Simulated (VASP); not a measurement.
# Ti (Fm-3m) in VASP: notebook, part 2 of 2

VASP 6.6.1.

**3. Single point, PBE, non-collinear spin, zero start, spin-orbit coupling**

This run uses another cell than the first one, of 17.46 Å³/atom, 1.004 times its volume.

Input file INCAR:

```
SYSTEM = Ti
PREC     = Accurate       ! precision mode
ENCUT    = 520            ! plane-wave cutoff, eV
EDIFF    = 1E-7           ! SCF threshold, eV
ISMEAR   = 0              ! smearing method
SIGMA    = 0.05           ! smearing width, eV
LREAL    = .FALSE.        ! projectors in reciprocal space
LASPH    = .TRUE.         ! aspherical terms in the spheres
NELM     = 150            ! most SCF steps
ALGO     = Normal         ! electronic algorithm
ISIF     = 2              ! what is computed and relaxed
LWAVE    = .FALSE.        ! write WAVECAR
LCHARG   = .FALSE.        ! write CHGCAR
MAGMOM   = 0 0 0          ! initial moments
LORBIT   = 11             ! projections on sites
LSORBIT  = .TRUE.         ! spin-orbit coupling
GGA_COMPAT= .FALSE.      
LORBMOM  = .TRUE.       
LMAXMIX  = 4              ! l up to which the mixer works
GGA      = PE             ! functional
NBANDS   = 23             ! bands
```

Input file KPOINTS:

```
Automatic mesh
0
G
  18 18 18
  0 0 0
```

Input file POSCAR:

```
Ti
1.0
    0.0000000000      2.0589758862      2.0589758862
    2.0589758862      0.0000000000      2.0589758862
    2.0589758862      2.0589758862      0.0000000000
Ti
1
Direct
    0.0000000000      0.0000000000      0.0000000000
```

Potentials or basis: VASP PAW PBE potentials, release 64 (Ti_sv).

On the command line:

```console
$ cat potpaw_PBE.64/Ti_sv/POTCAR > POTCAR
$ mpirun -np 1 vasp_ncl > vasp.out
```

OUTCAR:

```text
SYSTEM = Ti
   PREC = Accurate
   ENCUT = 520
   EDIFF = 1E-7
   ISMEAR = 0
   LREAL = .FALSE.
   LASPH = .TRUE.
   NELM = 150
   ISIF = 2
   LORBIT = 11
   LSORBIT = .TRUE.
   GGA = PE

 ion  position               nearest neighbor table
   1  0.000  0.000  0.000-

  LATTYP: Found a face centered cubic cell.
 ALAT       =     4.1179517724

  Lattice vectors:

 A1 = (   0.0000000000,   2.0589758862,   2.0589758862)
 A2 = (   2.0589758862,   0.0000000000,   2.0589758862)
 A3 = (   2.0589758862,   2.0589758862,   0.0000000000)

Analysis of symmetry for initial positions (statically):
=====================================================================
 Subroutine PRICEL returns:
 Original cell was already a primitive cell.

 Routine SETGRP: Setting up the symmetry group for a
 face centered cubic supercell.

 Subroutine GETGRP returns: Found 48 space group operations
 (whereof 48 operations were pure point group operations)
 out of a pool of 48 trial point group operations.

The static configuration has the point symmetry O_h .

Analysis of symmetry for dynamics (positions and initial velocities):
=====================================================================
 Subroutine PRICEL returns:
 Original cell was already a primitive cell.

 Routine SETGRP: Setting up the symmetry group for a
 face centered cubic supercell.

 Subroutine GETGRP returns: Found 48 space group operations
 (whereof 48 operations were pure point group operations)
 out of a pool of 48 trial point group operations.

The dynamic configuration has the point symmetry O_h .

Analysis of structural, dynamic, and magnetic symmetry:
=====================================================================
 Subroutine PRICEL returns:
 Original cell was already a primitive cell.

 Routine SETGRP: Setting up the symmetry group for a
 face centered cubic supercell.

 Subroutine GETGRP returns: Found 48 space group operations
 (whereof 48 operations were pure point group operations)
 out of a pool of 48 trial point group operations.

The overall configuration has the point symmetry O_h .

 Subroutine INISYM returns: Found 48 space group operations
 (whereof 48 operations are pure point group operations),
 and found     1 'primitive' translations

----------------------------------------------------------------------------------------

                                     Primitive cell

  volume of cell :      17.4576

  direct lattice vectors                    reciprocal lattice vectors
     0.000000000  2.058975886  2.058975886    -0.242839172  0.242839172  0.242839172
     2.058975886  0.000000000  2.058975886     0.242839172 -0.242839172  0.242839172
     2.058975886  2.058975886  0.000000000     0.242839172  0.242839172 -0.242839172

  length of vectors
     2.911831623  2.911831623  2.911831623     0.420609784  0.420609784  0.420609784

  position of ions in fractional coordinates (direct lattice)
     0.000000000  0.000000000  0.000000000

  ion indices of the primitive-cell ions
   primitive index   ion index
                 1           1

----------------------------------------------------------------------------------------

 KPOINTS: Automatic mesh
[... 91 lines left out ...]
  Thomas-Fermi vector in A             =   2.563053
   LORBIT       =     11    0 simple, 1 ext, 2 COOP (PROOUT), +10 PAW based schemes
   GGA     = PE    functional components
   LHFCALC =     F    Hartree Fock is set to
   AEXX    =    0.0000 exact exchange contribution
   IVDW    =     0    specifies the selected vdW correction
   LEPSILON=     F    determine dielectric tensor
   LRPA    =     F    only Hartree local field effects (RPA)
 Gauss-broadening in eV      SIGMA  =   0.05
  energy-cutoff  :      520.00
  volume of cell :       17.46
 maximum number of plane-waves:       986
 NGX is ok and might be reduce to    24
   NGX = 11   NGY = 11   NGZ = 11

 number of electron      12.0000000 magnetization       0.0000000      0.0000000      0.0000000

 number of electron      12.0000002 magnetization      -0.0000000      0.0000000      0.0000000

 number of electron      12.0000002 magnetization       0.0000000     -0.0000000     -0.0000000

 Free energy of the ion-electron system (eV)
  ---------------------------------------------------
  ext. energy  EPLUGINS =         0.00000000
  ---------------------------------------------------
  free energy    TOTEN  =        -7.78405640 eV

  energy without entropy =       -7.78174263  energy(sigma->0) =       -7.78289952

 E-fermi :   8.1653     XC(G=0): -11.4750

 val. band max:        8.1599834958   @ k =   0.2778   0.0556   0.0000
 cond. band min:       8.1729020470   @ k =  -0.4444   0.1111   0.0000
 fundamental gap:      0.0129185512
 Fermi energy:         8.1652916997

 k-point     1 :       0.0000    0.0000    0.0000
  band No.  band energies     occupation
      1     -48.5561      1.00000
      2     -48.5561      1.00000
      3     -24.8645      1.00000
      4     -24.8645      1.00000
      5     -24.2007      1.00000
      6     -24.2007      1.00000
[... 613 lines left out ...]
     22      21.3303      0.00000
     23      24.0583      0.00000

 [... further k-points ...]
[... 5 lines left out ...]
  --------------------------------------------------------------------------------------
  -------------------------------------------------------------------------------------
  Total       -0.0790314     -0.0790314     -0.0790314     -0.0000000     -0.0000000      0.0000000
  in kB       -7.2531505     -7.2531505     -7.2531505     -0.0000000     -0.0000000      0.0000000
  external PRESSURE =      -7.2531505 kB  Pullay stress =       0.0000000 kB

 VOLUME and BASIS-vectors are now :
 -----------------------------------------------------------------------------
  energy-cutoff  :      520.00
  volume of cell :       17.46
      direct lattice vectors                 reciprocal lattice vectors
     0.000000000  2.058975886  2.058975886    -0.242839172  0.242839172  0.242839172
     2.058975886  0.000000000  2.058975886     0.242839172 -0.242839172  0.242839172
     2.058975886  2.058975886  0.000000000     0.242839172  0.242839172 -0.242839172

 POSITION                                       TOTAL-FORCE (eV/Angst)
 -----------------------------------------------------------------------------------
      0.00000      0.00000      0.00000        -0.000000     -0.000000     -0.000000
 -----------------------------------------------------------------------------------
    total drift:                                0.000000      0.000000     -0.000000

  FREE ENERGIE OF THE ION-ELECTRON SYSTEM (eV)
  ---------------------------------------------------
  free  energy   TOTEN  =        -7.7840564010 eV

  energy  without entropy=       -7.7817426341  energy(sigma->0) =       -7.78289952

 orbital moment (x)

 # of ion     p       d       tot
 ----------------------------------------
  1         0.000  -0.000  -0.000
 ----------------------------------------
            0.000  -0.000  -0.000

 orbital moment (y)

 # of ion     p       d       tot
 ----------------------------------------
  1        -0.000  -0.000  -0.000
 ----------------------------------------
           -0.000  -0.000  -0.000

 orbital moment (z)

 # of ion     p       d       tot
 ----------------------------------------
  1         0.000  -0.000  -0.000
 ----------------------------------------
            0.000  -0.000  -0.000

 Spin-Orbit-Coupling matrix elements

 Ion:    1  E_soc:     -0.0110700
 l=   1
     0.0000000    -0.0017497    -0.0017497
    -0.0017497     0.0000000    -0.0017497
    -0.0017497    -0.0017497     0.0000000
 l=   2
     0.0000000    -0.0000211     0.0000000    -0.0000211    -0.0000741
    -0.0000211     0.0000000    -0.0000556    -0.0000211    -0.0000185
     0.0000000    -0.0000556     0.0000000    -0.0000556     0.0000000
    -0.0000211    -0.0000211    -0.0000556     0.0000000    -0.0000185
    -0.0000741    -0.0000185     0.0000000    -0.0000185     0.0000000
 l=   3
     0.0000000     0.0000000     0.0000000     0.0000000     0.0000000     0.0000000     0.0000000
     0.0000000     0.0000000     0.0000000     0.0000000     0.0000000     0.0000000     0.0000000
     0.0000000     0.0000000     0.0000000     0.0000000     0.0000000     0.0000000     0.0000000
     0.0000000     0.0000000     0.0000000     0.0000000     0.0000000     0.0000000     0.0000000
     0.0000000     0.0000000     0.0000000     0.0000000     0.0000000     0.0000000     0.0000000
     0.0000000     0.0000000     0.0000000     0.0000000     0.0000000     0.0000000     0.0000000
     0.0000000     0.0000000     0.0000000     0.0000000     0.0000000     0.0000000     0.0000000

 total charge

# of ion       s       p       d       tot
------------------------------------------
    1        2.246   6.118   1.885  10.249

 magnetization (x)

# of ion       s       p       d       tot
------------------------------------------
    1        0.000   0.000  -0.000  -0.000

 magnetization (y)

# of ion       s       p       d       tot
------------------------------------------
    1        0.000   0.000   0.000   0.000

 magnetization (z)

# of ion       s       p       d       tot
------------------------------------------
    1        0.000  -0.000   0.000   0.000
```

Run time: 3.2 min. Hardware: 1 thread of Intel Xeon Platinum 8259CL at 2.50GHz (Skylake/Cascade Lake), shared host; peak memory 0.27 GiB.

What came out:

```yaml
Free_energy: -7.7841 eV
Pressure: -0.7 GPa
Net_moment: 0.00 μB per cell
Valence_electrons_inside_the_program's_atomic_spheres: Ti 10.25
```

Moments on the atoms (μB; x, y, z):
```
Ti  0.00 0.00 0.00
```

**4. Single point, PBE**

This run uses another cell than the first one, of 17.46 Å³/atom, 1.004 times its volume.

Input file INCAR:

```
SYSTEM = Ti
PREC = Accurate
ENCUT = 520
EDIFF = 1E-6
ISMEAR = 0
SIGMA = 0.05
LREAL = .FALSE.
LASPH = .TRUE.
NELM = 60
ALGO = Fast
ISIF = 2
LWAVE = .FALSE.
LCHARG = .FALSE.
GGA = PE
NBANDS = 12
```

Input file KPOINTS:

```
regular mesh
0
G
  8 8 8
  0 0 0
```

POSCAR is that of step 3.

On the command line:

```console
$ cat potpaw_PBE.64/Ti_sv/POTCAR > POTCAR
$ mpirun -np 1 vasp_std > vasp.out
```

Run time: 9.5 s. Hardware: 1 thread of Intel Xeon 6975P-C (Granite Rapids), shared host; peak memory 0.12 GiB.

The run converged. Its results:

* Free energy: -7.7748 eV
* Pressure: -0.8 GPa
* Band gap on the k mesh: zero (band 6 reaches 9.03 eV, above the bottom of band 7 at 7.78 eV)

Levels at points of the mesh, in eV from the Fermi level:
```tsv
k point	band 3	band 4	band 5	band 6	band 7	band 8	band 9	band 10
(0.00, 0.00, 0.00)	-32.66	-32.66	-6.14	0.80	0.80	0.80	2.42	2.42
(0.50, 0.00, 0.00)	-32.74	-32.74	-2.64	0.57	0.69	0.69	3.48	3.48
(0.50, 0.50, 0.00)	-32.89	-32.89	-2.61	-1.76	2.76	3.47	3.75	3.75
```

**5. The runs side by side**

```tsv
spin	cell	k mesh	pressure (GPa)	moment (μB)
non-collinear, zero start, SOC	a = 2.908 Å, angles 60.0°, 1 atom	18 × 18 × 18	-0.4	0.00
non-collinear, zero start, SOC	a = 2.912 Å, angles 60.0°, 1 atom	18 × 18 × 18	-0.7	0.00
off	a = 2.912 Å, angles 60.0°, 1 atom	8 × 8 × 8	-0.8	-
```

Alike in all rows: task single point; level PBE; potentials or basis VASP PAW PBE potentials, release 64 (Ti_sv); cutoff (eV) 520; smearing gaussian 0.05 eV.

Absolute energies hang on the potentials; compare differences alone.
